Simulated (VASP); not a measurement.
# GaAs: electric field gradients with PBE

GaAs:

```xyz
2
Lattice="0.0000 2.8823 2.8823 2.8823 0.0000 2.8823 2.8823 2.8823 0.0000" Properties=species:S:1:pos:R:3 pbc="T T T"
Ga    0.0000    0.0000    0.0000
As    4.3234    4.3234    4.3234
```

* Program: VASP 6.6.1
* Task: electric field gradients
* Functional: PBE
* Potentials or basis: VASP PAW PBE potentials, release 64 (Ga_d, As)
* Cutoff: 520 eV
* k mesh: 11 × 11 × 11
* Occupations: fermi-dirac, width 0.05 eV
* Spin: no spin polarisation
* Dipole correction: no
* Further INCAR settings: ALGO = Normal; EDIFF = 1e-08; NBANDS = 16

```yaml
Pressure: -0.4 GPa
Largest_electric_field_gradient_by_atom: zero within the noise of the run
```

Levels at points of the mesh, in eV from the Fermi level:
```
           k point  band 5  band 6  band 7  band 8  band 9  band 10  band 11  band 12  band 13  band 14
(0.00, 0.00, 0.00)  -14.75  -12.43   -0.11   -0.11   -0.11    -0.02     3.61     3.61     3.61     7.30
```

Run time: 27 s on 1 thread of AMD EPYC 7R13 Processor (Zen 3), with other jobs on the host, peak memory 0.17 GiB.
